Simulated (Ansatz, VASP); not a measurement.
# ZnS in VASP and in Ansatz

```
Zn S
1.0
     3.81100   -0.01905   -0.01905
    -1.92200    3.30995   -0.00697
    -0.03117   -0.03117    6.23400
Zn S
2 2
Direct
  0.33333 0.66667 0.00000
  0.66667 0.33333 0.50000
  0.33333 0.66667 0.38500
  0.66667 0.33333 0.88500
```

Change from the starting cell: equal xy, yz and zx shear strains of -1 %.

Alike in both runs: task single point; functional PBE; k mesh 8 × 8 × 5; occupations fermi-dirac, width 0.03 eV; no spin polarisation.

|  | VASP | Ansatz |
| --- | --- | --- |
| version | VASP 6.6.1 | Ansatz 0.2.0 |
| potentials or method | VASP PAW PBE potentials, release 64 (Zn, S), cutoff 520 eV | all-electron LAPW, scalar-relativistic |

Ansatz gave:

| Quantity | Value |
| --- | --- |
| gap on the k mesh at the Fermi level (eV) | 2.22 |
| pressure (GPa) | 2.4 |
| traceless stress, the component that is largest in VASP (GPa) | -1.35 |
| rms of the force components (eV/Å) | 0.192 |

Task: Which values does VASP return?

Result: gap on the k mesh at the Fermi level (eV): 2.22; pressure (GPa): 2.5; traceless stress, the component that is largest in VASP (GPa): -1.38; rms of the force components (eV/Å): 0.194.

Atom by atom the forces differ by 0.002 eV/Å (rms over components). Ansatz ran all-electron here, and VASP with PAW potentials.
